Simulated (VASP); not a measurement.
Wanted: the native input for a VASP 6.6.1 run.

| Quantity | Value |
| --- | --- |
| Task | single point |
| Functional | PBE |
| Potentials or basis | VASP PAW PBE potentials, release 64 (Cu, Mo_sv) |
| Cutoff | 520 eV |
| k mesh | 12 × 12 × 4 |
| Occupations | gaussian, width 0.1 eV |
| Spin | no spin polarisation |
| Dipole correction | no |
| Further INCAR settings | ALGO = Fast; EDIFF = 1e-06; NBANDS = 44 |

The structure of Cu5Mo lies in POSCAR:

```
Cu5Mo
1.0
    2.6319960947      0.0000000000      0.0000000000
   -1.3159980473      2.2793754807      0.0000000000
    0.0000000000      0.0000000000     12.8352198984
Cu Mo
5 1
Direct
    0.6666666667      0.3333333333      0.8214316249
    0.3333333333      0.6666666667      0.6602964338
    0.3333333333      0.6666666667      0.1785683751
    0.6666666667      0.3333333333      0.3397035662
    0.0000000000      0.0000000000      0.5000000000
    0.0000000000      0.0000000000      0.0000000000
```

These files were run (other wordings do the same):

INCAR

```
SYSTEM = Cu5Mo
  PREC = Accurate
  ENCUT = 520
  EDIFF = 1E-6
  ISMEAR = 0
  SIGMA = 0.1
  LREAL = .False.
  LASPH = .True.
  NELM = 60
  ALGO = Fast
  ISIF = 2
  LWAVE = .False.
  LCHARG = .False.
  GGA = PE
  NBANDS = 44
```

KPOINTS

```
regular mesh
0
Gamma
  12 12 4
  0 0 0
```

Potentials or basis: VASP PAW PBE potentials, release 64 (Cu, Mo_sv).

The run is started by

```bash
$ cat potpaw_PBE.64/Cu/POTCAR potpaw_PBE.64/Mo_sv/POTCAR > POTCAR
$ mpirun -np 1 vasp_std > vasp.out
```

Results of the run:

* Pressure: 0.5 GPa
* Largest force: 0.006 eV/Å
* Band gap on the k mesh: zero (an odd number of electrons rules out a gap without spin polarisation)

Wall time 5.3 min on 1 thread of Intel(R) Xeon(R) Platinum 8375C CPU @ 2.90GHz (Ice Lake), with other jobs on the host, peak memory 0.31 GiB.
